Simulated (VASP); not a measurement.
ZnGa3F6:

```
Ga Zn F
1.0
     0.00000    3.81358    3.81358
     3.81358    0.00000    3.81358
     3.81358    3.81358    0.00000
Ga Zn F
3 1 6
Direct
  0.25000 0.25000 0.25000
  0.75000 0.75000 0.75000
  0.00000 0.00000 0.00000
  0.50000 0.50000 0.50000
  0.70980 0.29020 0.29020
  0.29020 0.70980 0.29020
  0.29020 0.70980 0.70980
  0.70980 0.29020 0.70980
  0.29020 0.29020 0.70980
  0.70980 0.70980 0.29020
```

Base run:

- Program: VASP 6.6.1
- Functional: revPBE
- Potentials or basis: VASP PAW PBE potentials, release 64 (Ga_d, Zn, F)
- Cutoff: 520 eV
- k mesh: 4 × 4 × 4
- Occupations: fermi-dirac, width 0.0561 eV
- Spin: no spin polarisation

Its results: pressure 76.2 GPa; largest force 12.844 eV/Å.

**Question.** The run is repeated on the same cell with these changes: functional from revPBE to PBE. What comes out?

**Answer.** Pressure 72.6 GPa; largest force 12.674 eV/Å.

PBE binds more tightly than revPBE, so the same cell stands under less pressure.

Caveats: an odd number of electrons without spin polarisation forces a metal; a magnetic or distorted state may lie lower; the PAW data sets were made with another functional, which shifts forces and pressure a little (some runs).
